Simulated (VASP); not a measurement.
Input of a VASP 6.6.1 run:

File INCAR:

```
ALGO = Normal
EDIFF = 1E-7
ENCUT = 520
GGA = PE
ISIF = 2
ISMEAR = -1
LASPH = True
LCHARG = False
LREAL = False
LWAVE = False
NBANDS = 12
NELM = 100
PREC = Accurate
SIGMA = 0.08
```

Contents of KPOINTS:

```
k-points
0
Gamma
  16 16 16
```

File POSCAR:

```
Au
1.0
   -1.6476004799      1.6476004799      1.6476004799
    1.6476004799     -1.6476004799      1.6476004799
    1.6476004799      1.6476004799     -1.6476004799
Au
1
Direct
    0.0000000000      0.0000000000      0.0000000000
```

Potentials or basis: VASP PAW PBE potentials, release 64 (Au).

The run is started by

```bash
$ cat potpaw_PBE.64/Au/POTCAR > POTCAR
$ mpirun -np 1 vasp_std > vasp.out
```

**Question.** What does it give for the pressure?

**Answer.** 0.6 GPa.
